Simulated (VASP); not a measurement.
# Rb3Ba (Fm-3m) in VASP: notebook

Runs on Rb3Ba. Level: LDA. Tasks: single point, relaxation of volume and atoms at fixed shape.

Program: VASP 6.6.1. These are calculated values, not measurements. Logs are shortened: lines on timing, memory, paths and dates and some standing lists are left out, and cuts for length are marked.

## Step 1: The cell of the first run

The structure is cubic, space group Fm-3m (No. 225). Conventional cell: a = 10.470 Å, b = 10.470 Å, c = 10.470 Å, α = 90.00°, β = 90.00°, γ = 90.00°.

## Step 2: Single point, LDA

Contents of INCAR:

```
PREC = Accurate ; ENCUT = 520
EDIFF = 1E-7 ; ISMEAR = -1
SIGMA = 0.1 ; LREAL = False
LASPH = True ; NELM = 60
ALGO = Normal ; ISIF = 2
LWAVE = False ; LCHARG = True
LELF = True ; LVHAR = True
NBANDS = 26
```

Contents of KPOINTS:

```
regular mesh
0
Gamma
  4 4 4
```

Contents of POSCAR:

```
Rb3Ba
1.0
    0.0000000000      5.2347694751      5.2347694751
    5.2347694751      0.0000000000      5.2347694751
    5.2347694751      5.2347694751      0.0000000000
Rb Ba
3 1
Direct
    0.2500000000      0.2500000000      0.2500000000
    0.7500000000      0.7500000000      0.7500000000
    0.5000000000      0.5000000000      0.5000000000
    0.0000000000      0.0000000000      0.0000000000
```

Potentials or basis: VASP PAW LDA potentials, release 64 (Rb_sv, Ba_sv).

The run is started by

```bash
$ cat potpaw_LDA.64/Rb_sv/POTCAR potpaw_LDA.64/Ba_sv/POTCAR > POTCAR
$ mpirun -np 1 vasp_std > vasp.out
```

OUTCAR:

```text
PREC = Accurate
   ENCUT = 520
   EDIFF = 1E-7
   ISMEAR = -1
   LREAL = False
   LASPH = True
   NELM = 60
   ISIF = 2

 ion  position               nearest neighbor table
   1  0.250  0.250  0.250-   4 4.53   4 4.53   4 4.53   3 4.53   4 4.53   3 4.53   3 4.53   3 4.53
                             2 5.23   2 5.23   2 5.23   2 5.23   2 5.23   2 5.23
   2  0.750  0.750  0.750-   3 4.53   3 4.53   3 4.53   3 4.53   4 4.53   4 4.53   4 4.53   4 4.53
                             1 5.23   1 5.23   1 5.23   1 5.23   1 5.23   1 5.23
   3  0.500  0.500  0.500-   1 4.53   1 4.53   1 4.53   1 4.53   2 4.53   2 4.53   2 4.53   2 4.53
                             4 5.23   4 5.23   4 5.23   4 5.23   4 5.23   4 5.23
   4  0.000  0.000  0.000-   2 4.53   2 4.53   2 4.53   1 4.53   2 4.53   1 4.53   1 4.53   1 4.53
                             3 5.23   3 5.23   3 5.23   3 5.23   3 5.23   3 5.23

  LATTYP: Found a face centered cubic cell.
 ALAT       =    10.4695389502

  Lattice vectors:

 A1 = (   0.0000000000,   5.2347694751,   5.2347694751)
 A2 = (   5.2347694751,   0.0000000000,   5.2347694751)
 A3 = (   5.2347694751,   5.2347694751,   0.0000000000)

Analysis of symmetry for initial positions (statically):
=====================================================================
 Subroutine PRICEL returns:
 Original cell was already a primitive cell.

 Routine SETGRP: Setting up the symmetry group for a
 face centered cubic supercell.

 Subroutine GETGRP returns: Found 48 space group operations
 (whereof 48 operations were pure point group operations)
 out of a pool of 48 trial point group operations.

The static configuration has the point symmetry O_h .

Analysis of symmetry for dynamics (positions and initial velocities):
=====================================================================
 Subroutine PRICEL returns:
 Original cell was already a primitive cell.

 Routine SETGRP: Setting up the symmetry group for a
 face centered cubic supercell.

 Subroutine GETGRP returns: Found 48 space group operations
 (whereof 48 operations were pure point group operations)
 out of a pool of 48 trial point group operations.

The dynamic configuration has the point symmetry O_h .

 Subroutine INISYM returns: Found 48 space group operations
 (whereof 48 operations are pure point group operations),
 and found     1 'primitive' translations

----------------------------------------------------------------------------------------

                                     Primitive cell

  volume of cell :     286.8948

  direct lattice vectors                    reciprocal lattice vectors
     0.000000000  5.234769475  5.234769475    -0.095515190  0.095515190  0.095515190
     5.234769475  0.000000000  5.234769475     0.095515190 -0.095515190  0.095515190
     5.234769475  5.234769475  0.000000000     0.095515190  0.095515190 -0.095515190

  length of vectors
     7.403081988  7.403081988  7.403081988     0.165437162  0.165437162  0.165437162

  position of ions in fractional coordinates (direct lattice)
     0.250000000  0.250000000  0.250000000
     0.750000000  0.750000000  0.750000000
     0.500000000  0.500000000  0.500000000
     0.000000000  0.000000000  0.000000000

  ion indices of the primitive-cell ions
   primitive index   ion index
                 1           1
                 2           2
                 3           3
                 4           4

----------------------------------------------------------------------------------------

 KPOINTS: regular mesh

Automatic generation of k-mesh.
 Grid dimensions read from file:
 generate k-points for:    4    4    4

 Generating k-lattice:

  Cartesian coordinates                     Fractional coordinates (reciprocal lattice)
    -0.023878797  0.023878797  0.023878797     0.250000000  0.000000000  0.000000000
     0.023878797 -0.023878797  0.023878797     0.000000000  0.250000000  0.000000000
     0.023878797  0.023878797 -0.023878797     0.000000000  0.000000000  0.250000000

  Length of vectors
     0.041359290  0.041359290  0.041359290

  Shift w.r.t. Gamma in fractional coordinates (k-lattice)
     0.000000000  0.000000000  0.000000000

 Subroutine IBZKPT returns following result:
 ===========================================

 Found      8 irreducible k-points:

 Following reciprocal coordinates:
            Coordinates               Weight
  0.000000  0.000000  0.000000      1.000000
  0.250000  0.000000  0.000000      8.000000
  0.500000  0.000000  0.000000      4.000000
  0.250000  0.250000  0.000000      6.000000
  0.500000  0.250000  0.000000     24.000000
 -0.250000  0.250000  0.000000     12.000000
  0.500000  0.500000  0.000000      3.000000
 -0.250000  0.500000  0.250000      6.000000
   k-points           NKPTS =      8   k-points in BZ     NKDIM =      8   number of bands    NBANDS=     26
   number of dos      NEDOS =    301   number of ions     NIONS =      4
   total plane-waves  NPLWV = 175616
   dimension x,y,z NGX =    56 NGY =   56 NGZ =   56
   dimension x,y,z NGXF=   112 NGYF=  112 NGZF=  112
   ions per type =               3   1
   NGX,Y,Z   is equivalent  to a cutoff of  12.58, 12.58, 12.58 a.u.
   NGXF,Y,Z  is equivalent  to a cutoff of  25.15, 25.15, 25.15 a.u.
 SYSTEM =  unknown system
   PREC   = accura    normal or accurate (medium, high low for compatibility)
   ISTART =      0    job   : 0-new  1-cont  2-samecut
   ICHARG =      2    charge: 1-file 2-atom 10-const
   ISPIN  =      1    spin polarized calculation?
   LNONCOLLINEAR =      F non collinear calculations
   LSORBIT =      F    spin-orbit coupling
   LASPH  =      T    aspherical Exc in radial PAW
   ENCUT  =  520.0 eV  38.22 Ry    6.18 a.u.  13.76 13.76 13.76*2*pi/ulx,y,z
   NELM   =     60;   NELMIN=  2; NELMDL= -5     # of ELM steps
   EDIFF  = 0.1E-06   stopping-criterion for ELM
   LREAL  =      F    real-space projection
   EDIFFG = 0.1E-05   stopping-criterion for IOM
   NSW    =      0    number of steps for IOM
   IBRION =     -1    ionic relax: 0-MD 1-quasi-New 2-CG
   NFREE  =      0    steps in history (QN), initial steepest desc. (CG)
   ISIF   =      2    stress and relaxation
   ISYM   =      2    0-nonsym 1-usesym 2-fastsym
   POTIM  = 0.5000    time-step for ionic-motion
   TEBEG  =    0.0;   TEEND  =   0.0 temperature during run
   PSTRESS=    0.0 pullay stress
   NELECT =      37.0000    total number of electrons
   NUPDOWN=      -1.0000    fix difference up-down
   EMIN   =  10.00;   EMAX   =-10.00  energy-range for DOS
   EFERMI =   0.00;   METHOD = LEGACY
   ISMEAR =    -1;   SIGMA  =   0.10  broadening in eV -4-tet -1-fermi 0-gaus
   EFERMI_NEDOS =   21; number of points for ismear=-14 and -15
   IALGO  =     38    algorithm
   IMIX   =      4    mixing-type and parameters
     AMIX     =   0.40;   BMIX     =  1.00
     AMIX_MAG =   1.60;   BMIX_MAG =  1.00
  volume/ion in A,a.u.               =      71.72       484.02
  Fermi-wavevector in a.u.,A,eV,Ry     =   0.827119  1.563028  9.308091  0.684125
  Thomas-Fermi vector in A             =   1.939268
   LORBIT       =      0    0 simple, 1 ext, 2 COOP (PROOUT), +10 PAW based schemes
   GGA     = CA    functional components
   LHFCALC =     F    Hartree Fock is set to
   AEXX    =    0.0000 exact exchange contribution
   IVDW    =     0    specifies the selected vdW correction
   LEPSILON=     F    determine dielectric tensor
   LRPA    =     F    only Hartree local field effects (RPA)
 non-spin polarized calculation
  energy-cutoff  :      520.00
  volume of cell :      286.89
 maximum number of plane-waves:      7768
   NGX = 27   NGY = 27   NGZ = 27

 number of electron      37.0000000 magnetization

 Free energy of the ion-electron system (eV)
  ---------------------------------------------------
  ext. energy  EPLUGINS =         0.00000000
  ---------------------------------------------------
  free energy    TOTEN  =        -4.89158434 eV

  energy without entropy =       -4.70418165  energy(sigma->0) =       -4.79788299

 E-fermi :   0.4765     XC(G=0):  -6.5591

 val. band max:        0.3416804098   @ k =  -0.2500   0.2500   0.0000
 cond. band min:       0.4960457883   @ k =   0.5000   0.2500   0.0000
 fundamental gap:      0.1543653785
 Fermi energy:         0.4764543431

 k-point     1 :       0.0000    0.0000    0.0000
  band No.  band energies     occupation
      1     -29.2712      2.00000
      2     -27.9062      2.00000
      3     -27.8614      2.00000
      4     -27.8607      2.00000
      5     -14.4283      2.00000
      6     -14.4283      2.00000
[... 18 lines left out ...]
     25       1.8813      0.00000
     26       3.6503      0.00000

 k-point     2 :       0.2500    0.0000    0.0000
  band No.  band energies     occupation
      1     -29.2712      2.00000
      2     -27.9056      2.00000
      3     -27.8617      2.00000
      4     -27.8610      2.00000
      5     -14.4286      2.00000
      6     -14.4286      2.00000
[... 18 lines left out ...]
     25       1.8627      0.00000
     26       3.0213      0.00000

 k-point     3 :       0.5000    0.0000    0.0000
  band No.  band energies     occupation
      1     -29.2712      2.00000
      2     -27.9050      2.00000
      3     -27.8619      2.00000
      4     -27.8615      2.00000
      5     -14.4289      2.00000
      6     -14.4289      2.00000
[... 18 lines left out ...]
     25       1.6708      0.00001
     26       2.2081      0.00000

 k-point     4 :       0.2500    0.2500    0.0000
  band No.  band energies     occupation
      1     -29.2712      2.00000
      2     -27.9054      2.00000
      3     -27.8619      2.00000
      4     -27.8611      2.00000
      5     -14.4291      2.00000
      6     -14.4291      2.00000
[... 18 lines left out ...]
     25       1.8529      0.00000
     26       3.3641      0.00000

 k-point     5 :       0.5000    0.2500    0.0000
  band No.  band energies     occupation
      1     -29.2711      2.00000
      2     -27.9048      2.00000
      3     -27.8620      2.00000
      4     -27.8616      2.00000
      5     -14.4295      2.00000
      6     -14.4294      2.00000
[... 18 lines left out ...]
     25       1.8120      0.00000
     26       2.8262      0.00000

 k-point     6 :      -0.2500    0.2500    0.0000
  band No.  band energies     occupation
      1     -29.2712      2.00000
      2     -27.9050      2.00000
      3     -27.8619      2.00000
      4     -27.8615      2.00000
      5     -14.4290      2.00000
      6     -14.4289      2.00000
[... 18 lines left out ...]
     25       1.8510      0.00000
     26       2.6932      0.00000

 k-point     7 :       0.5000    0.5000    0.0000
  band No.  band energies     occupation
      1     -29.2711      2.00000
      2     -27.9046      2.00000
      3     -27.8623      2.00000
      4     -27.8615      2.00000
      5     -14.4300      2.00000
      6     -14.4300      2.00000
[... 18 lines left out ...]
     25       1.5891      0.00003
     26       2.8930      0.00000

 k-point     8 :      -0.2500    0.5000    0.2500
  band No.  band energies     occupation
      1     -29.2711      2.00000
      2     -27.9046      2.00000
      3     -27.8619      2.00000
      4     -27.8619      2.00000
      5     -14.4298      2.00000
      6     -14.4289      2.00000
[... 18 lines left out ...]
     25       1.7988      0.00000
     26       2.9127      0.00000

------------------------ aborting loop because EDIFF is reached ----------------------------------------

  FORCE on cell =-STRESS in cart. coord.  units (eV):
  Direction    XX          YY          ZZ          XY          YZ          ZX
  --------------------------------------------------------------------------------------
  -------------------------------------------------------------------------------------
  Total       -0.0296626     -0.0296626     -0.0296626      0.0000000      0.0000000      0.0000000
  in kB       -0.1656522     -0.1656522     -0.1656522      0.0000000      0.0000000      0.0000000
  external PRESSURE =      -0.1656522 kB  Pullay stress =       0.0000000 kB

 VOLUME and BASIS-vectors are now :
 -----------------------------------------------------------------------------
  energy-cutoff  :      520.00
  volume of cell :      286.89
      direct lattice vectors                 reciprocal lattice vectors
     0.000000000  5.234769475  5.234769475    -0.095515190  0.095515190  0.095515190
     5.234769475  0.000000000  5.234769475     0.095515190 -0.095515190  0.095515190
     5.234769475  5.234769475  0.000000000     0.095515190  0.095515190 -0.095515190

 POSITION                                       TOTAL-FORCE (eV/Angst)
 -----------------------------------------------------------------------------------
      2.61738      2.61738      2.61738        -0.000000      0.000000      0.000000
      7.85215      7.85215      7.85215        -0.000000     -0.000000     -0.000000
      5.23477      5.23477      5.23477         0.000000      0.000000      0.000000
      0.00000      0.00000      0.00000         0.000000      0.000000      0.000000
 -----------------------------------------------------------------------------------
    total drift:                                0.000000      0.000000      0.000000

  FREE ENERGIE OF THE ION-ELECTRON SYSTEM (eV)
  ---------------------------------------------------
  free  energy   TOTEN  =        -4.8915843403 eV

  energy  without entropy=       -4.7041816455  energy(sigma->0) =       -4.79788299
```

Wall time 43 s (1 thread of Intel Xeon Platinum 8488C (Sapphire Rapids), shared host); peak memory 0.33 GiB.

What came out:

| Property | Result |
| --- | --- |
| Free energy | -4.8916 eV |
| Pressure | 0.0 GPa |

Caveat: spin-orbit coupling is left out, which moves the levels of the heavy elements.

## Step 3: Relaxation of volume and atoms at fixed shape, LDA

This run uses another cell than the first one, of 83.84 Å³/atom, 1.169 times its volume.

Contents of INCAR:

```
SYSTEM = Rb3Ba
  PREC = Accurate
  ENCUT = 600
  EDIFF = 1E-6
  ISMEAR = -1
  SIGMA = 0.1
  LREAL = .FALSE.
  LASPH = .TRUE.
  NELM = 100
  ALGO = Normal
  ISIF = 8
  LWAVE = .FALSE.
  LCHARG = .FALSE.
  IBRION = 2
  NSW = 60
  EDIFFG = -0.02
```

Contents of KPOINTS:

```
regular mesh
0
G
  4 4 4
  0 0 0
```

Contents of POSCAR:

```
Rb3Ba
1.0
    0.0000000000      5.5144300000      5.5144300000
    5.5144300000      0.0000000000      5.5144300000
    5.5144300000      5.5144300000      0.0000000000
Rb Ba
3 1
Direct
    0.2500000000      0.2500000000      0.2500000000
    0.7500000000      0.7500000000      0.7500000000
    0.5000000000      0.5000000000      0.5000000000
    0.0000000000      0.0000000000      0.0000000000
```

Potentials or basis: VASP PAW LDA potentials, release 64 (Rb_sv, Ba_sv).

The run is started by

```bash
$ cat potpaw_LDA.64/Rb_sv/POTCAR potpaw_LDA.64/Ba_sv/POTCAR > POTCAR
$ mpirun -np 1 vasp_std > vasp.out
```

Run time: 2.6 min. Hardware: 1 thread of Intel Xeon Platinum 8488C (Sapphire Rapids), shared host; peak memory 0.48 GiB.

Results (log left out):

```
Free energy                            : -4.8921 eV
Relaxed volume                         : 71.35 Å³/atom
Relaxed cell                           : a = 7.390 Å, b = 7.390 Å, c = 7.390 Å, α = 60.00°, β = 60.00°, γ = 60.00°
Space group after relaxing (to 0.05 Å) : Fm-3m (No. 225)
Energy gained by relaxing              : 24.4 meV/atom
Ionic steps                            : 4
Pressure after relaxing                : 0.0 GPa
```

The path:
| step | energy change (eV) | largest force (eV/Å) | pressure (GPa) | volume (Å³) |
| --- | --- | --- | --- | --- |
| 1 | 0.0000 | 0.0000 | -0.56 | 335.38 |
| 2 | -0.0444 | 0.0000 | -0.45 | 321.30 |
| 3 | -0.0967 | 0.0000 | -0.07 | 290.42 |
| 4 | -0.0976 | 0.0000 | 0.01 | 285.39 |

Final structure:
```cif
data_structure
_symmetry_space_group_name_H-M 'P 1'
_symmetry_Int_Tables_number 1
_cell_length_a 7.3902
_cell_length_b 7.3902
_cell_length_c 7.3902
_cell_angle_alpha 60.000
_cell_angle_beta 60.000
_cell_angle_gamma 60.000
_cell_volume 285.39
loop_
_atom_site_label
_atom_site_type_symbol
_atom_site_fract_x
_atom_site_fract_y
_atom_site_fract_z
_atom_site_occupancy
Rb1 Rb 0.25000 0.25000 0.25000 1
Rb2 Rb 0.75000 0.75000 0.75000 1
Rb3 Rb 0.50000 0.50000 0.50000 1
Ba1 Ba 0.00000 0.00000 0.00000 1
```

Levels at points of the mesh, in eV from the Fermi level:
```
           k point  band 15  band 16  band 17  band 18  band 19  band 20  band 21  band 22
(0.00, 0.00, 0.00)   -12.46   -12.46    -2.40     0.40     0.40     0.59     0.59     0.59
(0.50, 0.00, 0.00)   -12.46   -12.46    -1.26    -0.94     0.49     0.49     0.65     1.02
(0.50, 0.50, 0.00)   -12.46   -12.46    -0.87    -0.60    -0.28    -0.19     1.01     1.08
```

Caveat: spin-orbit coupling is left out, which moves the levels of the heavy elements.
